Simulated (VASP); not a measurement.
Input of a VASP 6.6.1 run:

The input INCAR:

```
SYSTEM = Ir
PREC = Accurate ; ENCUT = 560
EDIFF = 1E-6 ; ISMEAR = 0
SIGMA = 0.1 ; LREAL = .FALSE.
LASPH = .TRUE. ; NELM = 120
ALGO = Normal ; ISIF = 2
LWAVE = .FALSE. ; LCHARG = .TRUE.
GGA = PS ; LELF = .TRUE.
LVHAR = .TRUE. ; NBANDS = 42
GGA_COMPAT = .FALSE.
```

Contents of KPOINTS:

```
Automatic mesh
0
G
  6 6 4
  0 0 0
```

Contents of POSCAR:

```
Ir
1.0
    1.5276580251     -4.8460450948      0.0000000000
    1.5276580251      4.8460450948      0.0000000000
    0.0000000000      0.0000000000      4.0429861934
Ir
4
Direct
    0.0980000000      0.9020000000      0.9100000000
    0.5980000000      0.4020000000      0.5900000000
    0.9020000000      0.0980000000      0.0900000000
    0.4020000000      0.5980000000      0.4100000000
```

Potentials or basis: VASP PAW PBE potentials, release 64 (Ir_sv_GW).

The run is started by

```console
$ cat potpaw_PBE.64/Ir_sv_GW/POTCAR > POTCAR
$ mpirun -np 1 vasp_std > vasp.out
```

(1) What does it give for the largest force?

(2) Estimate the band gap on the k mesh.

(3) Estimate the pressure.

Answers

(1) 23.767 eV/Å.

(2) zero (bands 34 and 35 overlap by 1.03 eV).

(3) 196.6 GPa.

Caveat: the k points lie up to 0.39 Å⁻¹ apart, too coarse for converged energies and pressures of a metal; the PAW data sets were made with another functional, which shifts forces and pressure a little; spin-orbit coupling is left out, which moves the levels of the heavy elements.
